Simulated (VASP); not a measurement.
# Sn (Im-3m) in VASP: notebook

The runs below take Sn through single point, with PBEsol, LDA.

Program: VASP 6.6.1. These are calculated values, not measurements. Logs are shortened: lines on timing, memory, paths and dates and some standing lists are left out, and cuts for length are marked.

### 1 The cell of the first run

It takes space group Im-3m (No. 229, cubic). Conventional cell: a = 3.814 Å, b = 3.814 Å, c = 3.814 Å, α = 90.00°, β = 90.00°, γ = 90.00°. Sn (site symmetry m-3m) has 14 Sn at 3.30 to 3.81 Å within 4.3 Å.

### 2 Single point, PBEsol

The input, INCAR:

```
ALGO = Normal ; EDIFF = 1E-7
ENCUT = 520 ; GGA = PS
ISIF = 2 ; ISMEAR = -1
LASPH = T ; LCHARG = F
LREAL = F ; LWAVE = F
NBANDS = 13 ; NELM = 60
PREC = Accurate ; SIGMA = 0.05
```

The input, KPOINTS:

```
k-points
0
Gamma
  10 10 10
```

The input, POSCAR:

```
Sn
1.0
   -1.9071995479      1.9071995479      1.9071995479
    1.9071995479     -1.9071995479      1.9071995479
    1.9071995479      1.9071995479     -1.9071995479
Sn
1
Direct
    0.0000000000      0.0000000000      0.0000000000
```

Potentials or basis: VASP PAW PBE potentials, release 64 (Sn_d).

Command:

```bash
> cat potpaw_PBE.64/Sn_d/POTCAR > POTCAR
> mpirun -np 1 vasp_std > vasp.out
```

OUTCAR:

```text
EDIFF = 1E-7
   ENCUT = 520
   GGA = PS
   ISIF = 2
   ISMEAR = -1
   LASPH = T
   LREAL = F
   NELM = 60
   PREC = Accurate

 ion  position               nearest neighbor table
   1  0.000  0.000  0.000-

  LATTYP: Found a body centered cubic cell.
 ALAT       =     3.8143990958

  Lattice vectors:

 A1 = (  -1.9071995479,   1.9071995479,   1.9071995479)
 A2 = (   1.9071995479,  -1.9071995479,   1.9071995479)
 A3 = (   1.9071995479,   1.9071995479,  -1.9071995479)

Analysis of symmetry for initial positions (statically):
=====================================================================
 Subroutine PRICEL returns:
 Original cell was already a primitive cell.

 Routine SETGRP: Setting up the symmetry group for a
 body centered cubic supercell.

 Subroutine GETGRP returns: Found 48 space group operations
[... 9 lines left out ...]

 Routine SETGRP: Setting up the symmetry group for a
 body centered cubic supercell.

 Subroutine GETGRP returns: Found 48 space group operations
[... 11 lines left out ...]
                                     Primitive cell

  volume of cell :      27.7491

  direct lattice vectors                    reciprocal lattice vectors
    -1.907199548  1.907199548  1.907199548     0.000000000  0.262164492  0.262164492
     1.907199548 -1.907199548  1.907199548     0.262164492  0.000000000  0.262164492
     1.907199548  1.907199548 -1.907199548     0.262164492  0.262164492  0.000000000

  length of vectors
     3.303366517  3.303366517  3.303366517     0.370756580  0.370756580  0.370756580

  position of ions in fractional coordinates (direct lattice)
     0.000000000  0.000000000  0.000000000

  ion indices of the primitive-cell ions
   primitive index   ion index
                 1           1

----------------------------------------------------------------------------------------

 KPOINTS: k-points

Automatic generation of k-mesh.
 Grid dimensions read from file:
 generate k-points for:   10   10   10

 Generating k-lattice:

  Cartesian coordinates                     Fractional coordinates (reciprocal lattice)
     0.000000000  0.026216449  0.026216449     0.100000000  0.000000000  0.000000000
     0.026216449  0.000000000  0.026216449     0.000000000  0.100000000  0.000000000
     0.026216449  0.026216449  0.000000000     0.000000000  0.000000000  0.100000000

  Length of vectors
     0.037075658  0.037075658  0.037075658

  Shift w.r.t. Gamma in fractional coordinates (k-lattice)
     0.000000000  0.000000000  0.000000000

 Subroutine IBZKPT returns following result:
 ===========================================

 Found     47 irreducible k-points:

 Following reciprocal coordinates:
            Coordinates               Weight
  0.000000  0.000000  0.000000      1.000000
  0.100000  0.000000  0.000000     12.000000
  0.200000  0.000000  0.000000     12.000000
  0.300000  0.000000  0.000000     12.000000
  0.400000  0.000000  0.000000     12.000000
  0.500000  0.000000  0.000000      6.000000
[... 16 lines left out ...]
  0.300000  0.300000  0.100000      8.000000
 -0.300000  0.300000  0.100000     24.000000
 [... further k-points ...]
   k-points           NKPTS =     47   k-points in BZ     NKDIM =     47   number of bands    NBANDS=     13
   number of dos      NEDOS =    301   number of ions     NIONS =      1
   total plane-waves  NPLWV =  21952
   dimension x,y,z NGX =    28 NGY =   28 NGZ =   28
   dimension x,y,z NGXF=    56 NGYF=   56 NGZF=   56
   ions per type =               1
   NGX,Y,Z   is equivalent  to a cutoff of  14.09, 14.09, 14.09 a.u.
   NGXF,Y,Z  is equivalent  to a cutoff of  28.18, 28.18, 28.18 a.u.
 SYSTEM =  unknown system
   PREC   = accura    normal or accurate (medium, high low for compatibility)
   ISTART =      0    job   : 0-new  1-cont  2-samecut
   ICHARG =      2    charge: 1-file 2-atom 10-const
   ISPIN  =      1    spin polarized calculation?
   LNONCOLLINEAR =      F non collinear calculations
   LSORBIT =      F    spin-orbit coupling
   LASPH  =      T    aspherical Exc in radial PAW
   ENCUT  =  520.0 eV  38.22 Ry    6.18 a.u.   6.14  6.14  6.14*2*pi/ulx,y,z
   NELM   =     60;   NELMIN=  2; NELMDL= -5     # of ELM steps
   EDIFF  = 0.1E-06   stopping-criterion for ELM
   LREAL  =      F    real-space projection
   EDIFFG = 0.1E-05   stopping-criterion for IOM
   NSW    =      0    number of steps for IOM
   IBRION =     -1    ionic relax: 0-MD 1-quasi-New 2-CG
   NFREE  =      0    steps in history (QN), initial steepest desc. (CG)
   ISIF   =      2    stress and relaxation
   ISYM   =      2    0-nonsym 1-usesym 2-fastsym
   POTIM  = 0.5000    time-step for ionic-motion
   TEBEG  =    0.0;   TEEND  =   0.0 temperature during run
   PSTRESS=    0.0 pullay stress
   NELECT =      14.0000    total number of electrons
   NUPDOWN=      -1.0000    fix difference up-down
   EMIN   =  10.00;   EMAX   =-10.00  energy-range for DOS
[... 5 lines left out ...]
     AMIX     =   0.40;   BMIX     =  1.00
     AMIX_MAG =   1.60;   BMIX_MAG =  1.00
  volume/ion in A,a.u.               =      27.75       187.26
  Fermi-wavevector in a.u.,A,eV,Ry     =   1.303271  2.462825 23.109701  1.698515
  Thomas-Fermi vector in A             =   2.434284
   LORBIT       =      0    0 simple, 1 ext, 2 COOP (PROOUT), +10 PAW based schemes
   GGA     = PS    functional components
   LHFCALC =     F    Hartree Fock is set to
   AEXX    =    0.0000 exact exchange contribution
   IVDW    =     0    specifies the selected vdW correction
   LEPSILON=     F    determine dielectric tensor
   LRPA    =     F    only Hartree local field effects (RPA)
 non-spin polarized calculation
  energy-cutoff  :      520.00
  volume of cell :       27.75
 maximum number of plane-waves:       767
 NGX is ok and might be reduce to    28
   NGX = 13   NGY = 13   NGZ = 13

 number of electron      13.9999997 magnetization

 Free energy of the ion-electron system (eV)
  ---------------------------------------------------
  ext. energy  EPLUGINS =         0.00000000
  ---------------------------------------------------
  free energy    TOTEN  =        -4.20325443 eV

  energy without entropy =       -4.19569388  energy(sigma->0) =       -4.19947415

 E-fermi :   7.6387     XC(G=0): -10.4095

 val. band max:        7.6383773882   @ k =  -0.4000   0.4000   0.4000
 cond. band min:       7.7008523952   @ k =   0.2000   0.2000   0.2000
 fundamental gap:      0.0624750070
 Fermi energy:         7.6386809816

 k-point     1 :       0.0000    0.0000    0.0000
  band No.  band energies     occupation
      1     -13.7598      2.00000
      2     -13.7598      2.00000
      3     -13.7598      2.00000
      4     -13.6285      2.00000
      5     -13.6285      2.00000
      6      -3.2701      2.00000
      7      15.4391      0.00000
      8      15.4391      0.00000
      9      15.4391      0.00000
     10      19.7572      0.00000
     11      19.7572      0.00000
     12      19.7572      0.00000
     13      20.2810      0.00000

 k-point     2 :       0.1000    0.0000    0.0000
  band No.  band energies     occupation
      1     -13.7639      2.00000
      2     -13.7537      2.00000
      3     -13.7401      2.00000
      4     -13.6330      2.00000
      5     -13.6290      2.00000
      6      -3.0559      2.00000
      7      13.7540      0.00000
      8      14.6826      0.00000
      9      15.1697      0.00000
     10      18.1415      0.00000
     11      18.4824      0.00000
     12      19.4063      0.00000
     13      21.0005      0.00000

 k-point     3 :       0.2000    0.0000    0.0000
  band No.  band energies     occupation
      1     -13.7746      2.00000
      2     -13.7408      2.00000
      3     -13.6881      2.00000
      4     -13.6425      2.00000
      5     -13.6305      2.00000
      6      -2.4127      2.00000
      7      10.6818      0.00000
      8      13.3549      0.00000
      9      14.4827      0.00000
     10      16.9376      0.00000
     11      17.3322      0.00000
     12      19.5519      0.00000
     13      21.4916      0.00000

 k-point     4 :       0.3000    0.0000    0.0000
  band No.  band energies     occupation
      1     -13.7879      2.00000
      2     -13.7346      2.00000
      3     -13.6460      2.00000
      4     -13.6323      2.00000
      5     -13.6231      2.00000
      6      -1.3463      2.00000
      7       7.6350      1.03688
      8      12.2076      0.00000
      9      13.7389      0.00000
     10      16.1323      0.00000
     11      16.5191      0.00000
     12      20.3955      0.00000
     13      22.1588      0.00000

 k-point     5 :       0.4000    0.0000    0.0000
  band No.  band energies     occupation
      1     -13.7986      2.00000
      2     -13.7391      2.00000
      3     -13.6400      2.00000
      4     -13.6337      2.00000
      5     -13.5698      2.00000
      6       0.0925      2.00000
      7       4.9578      2.00000
      8      11.4640      0.00000
      9      13.2171      0.00000
     10      15.6665      0.00000
     11      16.0362      0.00000
     12      21.6306      0.00000
     13      22.9888      0.00000

 k-point     6 :       0.5000    0.0000    0.0000
  band No.  band energies     occupation
      1     -13.8026      2.00000
      2     -13.7428      2.00000
      3     -13.6360      2.00000
      4     -13.6342      2.00000
      5     -13.5492      2.00000
      6       1.2736      2.00000
      7       3.3577      2.00000
      8      11.2080      0.00000
      9      13.0333      0.00000
     10      15.5144      0.00000
     11      15.8762      0.00000
     12      22.4601      0.00000
     13      23.5227      0.00000

 k-point     7 :       0.1000    0.1000    0.0000
  band No.  band energies     occupation
      1     -13.7649      2.00000
      2     -13.7513      2.00000
      3     -13.7033      2.00000
      4     -13.6404      2.00000
      5     -13.6301      2.00000
      6      -2.6271      2.00000
      7      11.8570      0.00000
      8      13.2138      0.00000
      9      14.3354      0.00000
     10      17.8366      0.00000
     11      17.9347      0.00000
     12      19.5673      0.00000
     13      21.3173      0.00000
[... 193 lines left out ...]
 k-point    20 :       0.2000    0.2000    0.1000
  band No.  band energies     occupation
      1     -13.7668      2.00000
      2     -13.7331      2.00000
      3     -13.6397      2.00000
      4     -13.6365      2.00000
      5     -13.6015      2.00000
      6       0.2930      2.00000
      7       6.3748      2.00000
      8       8.3095      0.00000
      9      10.0160      0.00000
     10      20.2365      0.00000
     11      20.8223      0.00000
     12      22.4152      0.00000
     13      23.4099      0.00000

 k-point    21 :       0.3000    0.2000    0.1000
  band No.  band energies     occupation
      1     -13.7664      2.00000
      2     -13.7087      2.00000
      3     -13.6389      2.00000
      4     -13.6355      2.00000
      5     -13.6088      2.00000
      6       1.6509      2.00000
      7       4.8530      2.00000
      8       7.2607      1.99896
      9       9.5646      0.00000
     10      20.2807      0.00000
     11      21.8906      0.00000
     12      22.7053      0.00000
     13      23.8850      0.00000

 k-point    22 :      -0.2000    0.2000    0.1000
  band No.  band energies     occupation
      1     -13.7545      2.00000
      2     -13.7312      2.00000
      3     -13.6912      2.00000
      4     -13.6555      2.00000
      5     -13.6305      2.00000
      6      -2.1991      2.00000
      7      10.7894      0.00000
      8      12.5702      0.00000
      9      13.3494      0.00000
     10      16.4399      0.00000
     11      18.4175      0.00000
     12      18.8446      0.00000
     13      22.2251      0.00000

 k-point    23 :       0.3000    0.3000    0.1000
  band No.  band energies     occupation
      1     -13.7599      2.00000
      2     -13.6672      2.00000
      3     -13.6672      2.00000
      4     -13.6291      2.00000
      5     -13.6291      2.00000
      6       2.2842      2.00000
      7       5.4632      2.00000
      8       5.4632      2.00000
      9       9.3014      0.00000
     10      21.3885      0.00000
     11      22.3996      0.00000
     12      22.3996      0.00000
     13      26.0174      0.00000

 k-point    24 :      -0.3000    0.3000    0.1000
  band No.  band energies     occupation
      1     -13.7669      2.00000
      2     -13.7241      2.00000
      3     -13.6590      2.00000
      4     -13.6367      2.00000
      5     -13.6256      2.00000
      6      -1.1348      2.00000
      7       7.8104      0.06245
      8      11.4552      0.00000
      9      12.7356      0.00000
     10      16.5727      0.00000
     11      17.6028      0.00000
     12      18.5557      0.00000
     13      24.2789      0.00000

 [... further k-points ...]
[... 5 lines left out ...]
  --------------------------------------------------------------------------------------
  -------------------------------------------------------------------------------------
  Total       -0.5240118     -0.5240118     -0.5240118     -0.0000000      0.0000000     -0.0000000
  in kB      -30.2554238    -30.2554238    -30.2554238     -0.0000000      0.0000000     -0.0000000
  external PRESSURE =     -30.2554238 kB  Pullay stress =       0.0000000 kB

 VOLUME and BASIS-vectors are now :
 -----------------------------------------------------------------------------
  energy-cutoff  :      520.00
  volume of cell :       27.75
      direct lattice vectors                 reciprocal lattice vectors
    -1.907199548  1.907199548  1.907199548     0.000000000  0.262164492  0.262164492
     1.907199548 -1.907199548  1.907199548     0.262164492  0.000000000  0.262164492
     1.907199548  1.907199548 -1.907199548     0.262164492  0.262164492  0.000000000

 POSITION                                       TOTAL-FORCE (eV/Angst)
 -----------------------------------------------------------------------------------
      0.00000      0.00000      0.00000        -0.000000     -0.000000      0.000000
 -----------------------------------------------------------------------------------
    total drift:                               -0.000000     -0.000000     -0.000000

  FREE ENERGIE OF THE ION-ELECTRON SYSTEM (eV)
  ---------------------------------------------------
  free  energy   TOTEN  =        -4.2032544262 eV

  energy  without entropy=       -4.1956938775  energy(sigma->0) =       -4.19947415
```

Wall time 7.3 s (1 thread of Intel Xeon 6975P-C (Granite Rapids), shared host); peak memory 0.16 GiB.

Results:

```yaml
Free_energy: -4.2033 eV
Pressure: -3.0 GPa
Band_gap_on_the_k_mesh: zero (band 7 reaches 15.44 eV, above the bottom of band 8 at 5.46 eV)
```

Levels at points of the mesh, in eV from the Fermi level:
| k point | band 3 | band 4 | band 5 | band 6 | band 7 | band 8 | band 9 | band 10 | band 11 | band 12 |
| --- | --- | --- | --- | --- | --- | --- | --- | --- | --- | --- |
| (0.00, 0.00, 0.00) | -21.40 | -21.27 | -21.27 | -10.91 | 7.80 | 7.80 | 7.80 | 12.12 | 12.12 | 12.12 |
| (0.50, 0.00, 0.00) | -21.27 | -21.27 | -21.19 | -6.37 | -4.28 | 3.57 | 5.39 | 7.88 | 8.24 | 14.82 |
| (0.50, 0.50, 0.50) | -21.21 | -21.21 | -21.21 | -2.58 | -0.42 | -0.42 | -0.42 | 3.88 | 3.88 | 18.15 |

Caveat: the PAW data sets were made with another functional, which shifts forces and pressure a little; spin-orbit coupling is left out, which moves the levels of the heavy elements.

### 3 Single point, PBEsol

This run uses another cell than the first one, of 28.29 Å³/atom, 1.020 times its volume.

The input, INCAR:

```
ALGO     = Fast           # electronic algorithm
EDIFF    = 1E-7           # SCF threshold, eV
ENCUT    = 520            # plane-wave cutoff, eV
GGA      = PS             # functional
ISIF     = 2              # what is computed and relaxed
ISMEAR   = -1             # smearing method
LASPH    = True           # aspherical terms in the spheres
LCHARG   = False          # write CHGCAR
LREAL    = False          # projectors in reciprocal space
LWAVE    = False          # write WAVECAR
NBANDS   = 13             # bands
NELM     = 100            # most SCF steps
PREC     = Accurate       # precision mode
SIGMA    = 0.05           # smearing width, eV
```

KPOINTS is that of step 2.

The input, POSCAR:

```
Sn
1.0
   -1.9195843076      1.9195843076      1.9195843076
    1.9195843076     -1.9195843076      1.9195843076
    1.9195843076      1.9195843076     -1.9195843076
Sn
1
Direct
    0.0000000000      0.0000000000      0.0000000000
```

Potentials or basis: VASP PAW PBE potentials, release 64 (Sn_d).

Command:

```bash
> cat potpaw_PBE.64/Sn_d/POTCAR > POTCAR
> mpirun -np 1 vasp_std > vasp.out
```

Wall time 13 s (1 thread of Intel Xeon 6975P-C (Granite Rapids), shared host); peak memory 0.15 GiB.

Results (log left out):

```
Free energy            : -4.1920 eV
Pressure               : -3.8 GPa
Band gap on the k mesh : zero (band 7 reaches 15.04 eV, above the bottom of band 8 at 5.30 eV)
```

Levels at points of the mesh, in eV from the Fermi level:
```csv
k point,band 4,band 5,band 6,band 7,band 8,band 9,band 10,band 11
"(0.00, 0.00, 0.00)",-21.26,-21.26,-10.77,7.63,7.63,7.63,12.08,12.08
"(0.50, 0.00, 0.00)",-21.26,-21.18,-6.34,-4.18,3.51,5.33,7.77,8.18
"(0.50, 0.50, 0.50)",-21.20,-21.20,-2.68,-0.39,-0.39,-0.39,3.90,3.90
```

Caveat: the PAW data sets were made with another functional, which shifts forces and pressure a little; spin-orbit coupling is left out, which moves the levels of the heavy elements.

(Continued in part 2 of 2.)
